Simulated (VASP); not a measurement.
The system is TiH4.

```
Ti H
1.0
     3.00392    0.00000    0.00000
     0.05398    5.12471    0.00000
     0.08309    0.07504    5.26167
Ti H
2 8
Direct
  0.02059 0.46779 0.00480
  0.51814 0.47257 0.48963
  0.08756 0.83793 0.95744
  0.56086 0.85212 0.46339
  0.83280 0.82535 0.01943
  0.39573 0.83510 0.58465
  0.52311 0.51383 0.82606
  0.01781 0.60732 0.32632
  0.02258 0.29559 0.65474
  0.52082 0.29239 0.17352
```

| Item | Value |
| --- | --- |
| Program | VASP 6.6.1 |
| Task | relaxation of cell and atoms |
| Functional | PBE |
| Potentials or basis | VASP PAW PBE potentials, release 64 (Ti_sv, H) |
| Cutoff | 600 eV |
| k mesh | 6 × 4 × 4 |
| Occupations | gaussian, width 0.1 eV |
| Spin | no spin polarisation |

At the start: pressure -0.4 GPa; volume 8.10 Å³/atom.

Task: Where does the relaxation end?

Result: Over 43 steps the energy falls by 13.1 meV/atom and the volume is 8.45 Å³/atom (+4.4 %); space group P1 (No. 1, to 0.1 Å) before, Cm (No. 8, to 0.1 Å).

Step by step:
| step | energy change (eV) | largest force (eV/Å) | pressure (GPa) | volume (Å³) |
| --- | --- | --- | --- | --- |
| 1 | 0.0000 | 0.3376 | -0.39 | 81.00 |
| 3 | -0.0146 | 0.3060 | 0.47 | 80.73 |
| 5 | -0.0297 | 0.3309 | 0.13 | 80.87 |
| 7 | -0.0589 | 0.2974 | 0.43 | 81.20 |
| 9 | -0.0661 | 0.4192 | 0.61 | 81.41 |
| 11 | -0.0829 | 0.3129 | 0.11 | 82.02 |
| 13 | -0.1007 | 0.1636 | -0.64 | 82.91 |
| 15 | -0.1054 | 0.1459 | -0.25 | 82.58 |
| 17 | -0.1104 | 0.2512 | 0.62 | 82.00 |
| 19 | -0.1132 | 0.1369 | 0.68 | 81.80 |
| 21 | -0.1168 | 0.1258 | 0.16 | 82.18 |
| 23 | -0.1171 | 0.1547 | -0.02 | 82.33 |
| 25 | -0.1190 | 0.0974 | 0.01 | 82.59 |
| 27 | -0.1216 | 0.0768 | -0.15 | 82.93 |
| 29 | -0.1222 | 0.1080 | -0.29 | 83.18 |
| 31 | -0.1247 | 0.1163 | -0.05 | 83.16 |
| 33 | -0.1263 | 0.0587 | 0.20 | 83.12 |
| 35 | -0.1276 | 0.0612 | 0.13 | 83.41 |
| 37 | -0.1281 | 0.0720 | 0.08 | 83.60 |
| 39 | -0.1293 | 0.0619 | -0.01 | 84.01 |
| 41 | -0.1305 | 0.0451 | -0.15 | 84.42 |
| 43 | -0.1310 | 0.0348 | -0.02 | 84.53 |

Final structure:
```cif
data_structure
_symmetry_space_group_name_H-M 'P 1'
_symmetry_Int_Tables_number 1
_cell_length_a 2.9727
_cell_length_b 5.4820
_cell_length_c 5.1884
_cell_angle_alpha 89.571
_cell_angle_beta 89.071
_cell_angle_gamma 89.415
_cell_volume 84.53
loop_
_atom_site_label
_atom_site_type_symbol
_atom_site_fract_x
_atom_site_fract_y
_atom_site_fract_z
_atom_site_occupancy
Ti1 Ti 0.01385 0.47043 0.99764 1
Ti2 Ti 0.51411 0.46954 0.49756 1
H1 H 0.09153 0.82857 0.96471 1
H2 H 0.59079 0.82600 0.45692 1
H3 H 0.86279 0.81885 0.04689 1
H4 H 0.36736 0.81812 0.54440 1
H5 H 0.51446 0.58385 0.82878 1
H6 H 0.01434 0.58196 0.33016 1
H7 H 0.01531 0.30153 0.66701 1
H8 H 0.51546 0.30115 0.16592 1
```
